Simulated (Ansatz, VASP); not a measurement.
## One calculation of GaN, two programs

File POSCAR:

```
GaN
1.0
    0.0000000000      2.1644884297      2.0779088925
    2.1644884297      0.0000000000      2.0779088925
    2.1644884297      2.1644884297      0.0000000000
Ga N
1 1
Direct
    0.0000000000      0.0000000000      0.0000000000
    0.5000000000      0.5000000000      0.5000000000
```

Contents of INCAR.step1:

```
SYSTEM = GaN
ALGO = Normal ; EDIFF = 1E-4
ENCUT = 520 ; GGA = PE
ISMEAR = 0 ; LASPH = .TRUE.
LCHARG = .FALSE. ; LREAL = .FALSE.
LWAVE = .TRUE. ; NBANDS = 16
NELM = 60 ; PREC = Accurate
SIGMA = 0.05
```

The input INCAR.step2:

```
SYSTEM = GaN
ALGO = Normal ; EDIFF = 1E-6
ENCUT = 520 ; ISIF = 2
ISMEAR = 0 ; ISTART = 1
LASPH = .TRUE. ; LCHARG = .FALSE.
LMIXTAU = .TRUE. ; LREAL = .FALSE.
LWAVE = .FALSE. ; METAGGA = R2SCAN
NBANDS = 16 ; NELM = 60
PREC = Accurate ; SIGMA = 0.05
```

Contents of KPOINTS:

```
k-points
0
G
  12 12 12
  0 0 0
```

Input for Ansatz:

```yaml
crystal:
  lattice:
    - [0.0, 2.1644884297, 2.0779088925]
    - [2.1644884297, 0.0, 2.0779088925]
    - [2.1644884297, 2.1644884297, 0.0]
  atoms:
    - { symbol: Ga, position: [0.0, 0.0, 0.0] }
    - { symbol: "N", position: [0.5, 0.5, 0.5] }
basis:
  ecutwfc: 500
kpoints:
  mp_grid: { grid: [12, 12, 12] }
hamiltonian:
  xc: r2scan
scf:
  occupations: { method: gaussian, width: 0.05 }
output:
  forces: true
  stress: true
  eigenvalues: true
```

Alike in both runs: task single point; functional r2SCAN; k mesh 12 × 12 × 12; occupations gaussian, width 0.05 eV; no spin polarisation.

```csv
,VASP,Ansatz
version,VASP 6.6.1,Ansatz 0.2.0
potentials or method,"VASP PAW PBE potentials, release 64 (Ga_d, N), cutoff 520 eV","scalar-relativistic, plane waves, PAW"
valence electrons in the cell,18,18
```

|  | VASP | Ansatz | Ansatz less VASP |
| --- | --- | --- | --- |
| gap on the k mesh at the Fermi level (eV) | 0.66 | 0.68 | +0.021 |
| least direct gap on the mesh (eV) | 2.81 | 2.78 | -0.029 |
| pressure (GPa) | -6.8 | -7.9 | -1.02 |
| traceless stress, the component that is largest in VASP (GPa) | 4.34 | 3.97 | -0.369 |

VASP's potentials were made for PBE, not for r2SCAN.
